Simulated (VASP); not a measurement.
Set up this calculation in VASP 6.6.1, as the native input.

```yaml
Task: single point
Functional: r2SCAN
Potentials_or_basis: VASP PAW PBE potentials, release 64 (In_d, O)
Cutoff: 520 eV
k_mesh: 12 × 12 × 2
Occupations: gaussian, width 0.05 eV
Spin: no spin polarisation
Dipole_correction: no
Further_INCAR_settings: ALGO = Normal; EDIFF = 1e-06; NBANDS = 27
```

InO, a slab with vacuum:

```
CELL_PARAMETERS angstrom
3.17732 0.00000 0.00000
-1.58866 2.75164 0.00000
0.00000 0.00000 16.51218
ATOMIC_POSITIONS crystal
In 0.66667 0.33333 0.59002
In 0.66667 0.33333 0.40998
O 0.00000 0.00000 0.63987
O 0.00000 0.00000 0.36013
```

This cell differs from its parent crystal: strain -0.080 along x and y, +0.040 along z.

One way to write it, as run:

POSCAR

```
InO
1.0
    3.1773246972      0.0000000000      0.0000000000
   -1.5886623486      2.7516439038      0.0000000000
    0.0000000000      0.0000000000     16.5121840000
In O
2 2
Direct
    0.6666666667      0.3333333333      0.5900210000
    0.6666666667      0.3333333333      0.4099790000
    0.0000000000      0.0000000000      0.6398670000
    0.0000000000      0.0000000000      0.3601330000
```

INCAR.step1

```
PREC = Accurate
ENCUT = 520
ISMEAR = 0
SIGMA = 0.05
LREAL = F
LASPH = T
NELM = 100
NBANDS = 27
GGA = PE
ALGO = Normal
EDIFF = 1E-4
LWAVE = T
LCHARG = F
```

INCAR.step2

```
PREC = Accurate
ENCUT = 520
EDIFF = 1E-6
ISMEAR = 0
SIGMA = 0.05
LREAL = F
LASPH = T
NELM = 100
ALGO = Normal
ISIF = 2
LWAVE = F
LCHARG = T
METAGGA = R2SCAN
LMIXTAU = T
LELF = T
LVHAR = T
NBANDS = 27
ISTART = 1
```

KPOINTS

```
regular mesh
0
Gamma
  12 12 2
```

Potentials or basis: VASP PAW PBE potentials, release 64 (In_d, O).

Command:

```bash
$ cat potpaw_PBE.64/In_d/POTCAR potpaw_PBE.64/O/POTCAR > POTCAR
$ cp INCAR.step1 INCAR
$ mpirun -np 1 vasp_std > vasp.out
$ cp INCAR.step2 INCAR
$ mpirun -np 1 vasp_std > vasp.out
```

It gave:

The largest force is 2.086 eV/Å and the band gap on the k mesh is 0.27 eV, indirect (least direct gap 2.03 eV).

Caveat: the cell differs from its parent crystal (strain -0.080 along x and y, +0.040 along z); the PAW data sets were made with another functional, which shifts forces and pressure a little; spin-orbit coupling is left out, which moves the levels of the heavy elements.

It took 8.7 min on 1 thread of Intel(R) Xeon(R) Platinum 8259CL CPU @ 2.50GHz (Skylake/Cascade Lake), with other jobs on the host, peak memory 0.35 GiB.
